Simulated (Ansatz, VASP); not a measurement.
## C: VASP beside Ansatz

INCAR

```
SYSTEM = C
ALGO = Normal
EDIFF = 1E-6
ENCUT = 600
GGA = PS
GGA_COMPAT = .False.
ISIF = 2
ISMEAR = 0
LASPH = .True.
LCHARG = .False.
LREAL = .False.
LWAVE = .False.
NBANDS = 11
NELM = 120
PREC = Accurate
SIGMA = 0.1
```

File KPOINTS:

```
k-points
0
Gamma
  8 8 8
  0 0 0
```

Contents of POSCAR:

```
C
1.0
    0.0000000000      1.7800000000      1.7800000000
    1.7800000000      0.0000000000      1.7800000000
    1.7800000000      1.7800000000      0.0000000000
C
2
Direct
    0.0000000000      0.0000000000      0.0000000000
    0.2500000000      0.2500000000      0.2500000000
```

Input for Ansatz:

```yaml
crystal:
  lattice:
    - [0.0, 1.78, 1.78]
    - [1.78, 0.0, 1.78]
    - [1.78, 1.78, 0.0]
  atoms:
    - { symbol: C, position: [0.0, 0.0, 0.0] }
    - { symbol: C, position: [0.25, 0.25, 0.25] }
basis:
  ecutwfc: 420
kpoints:
  mp_grid: { grid: [8, 8, 8] }
hamiltonian:
  xc: pbesol
  pseudopotentials: { kind: paw, azcp: { folder: soft_1 } }
scf:
  occupations: { method: gaussian, width: 0.1 }
output:
  forces: true
  stress: true
  eigenvalues: true
```

Alike in both runs: task single point; functional PBEsol; k mesh 8 × 8 × 8; occupations gaussian, width 0.1 eV; no spin polarisation.

|  | VASP | Ansatz |
| --- | --- | --- |
| version | VASP 6.6.1 | Ansatz 0.2.0 |
| potentials or method | VASP PAW PBE potentials, release 64 (C), cutoff 600 eV | scalar-relativistic, plane waves, PAW |
| valence electrons in the cell | 8 | 8 |

```csv
,VASP,Ansatz,Ansatz less VASP
gap on the k mesh at the Fermi level (eV),4.02,4.02,+0.007
least direct gap on the mesh (eV),5.56,5.55,0.000
pressure (GPa),-1.9,-2.4,-0.47
```

VASP's potentials were made for PBE, not for PBEsol, and Ansatz warns of the same on its side. The functional is the same, so the differences come from potentials, cutoffs and numerics.
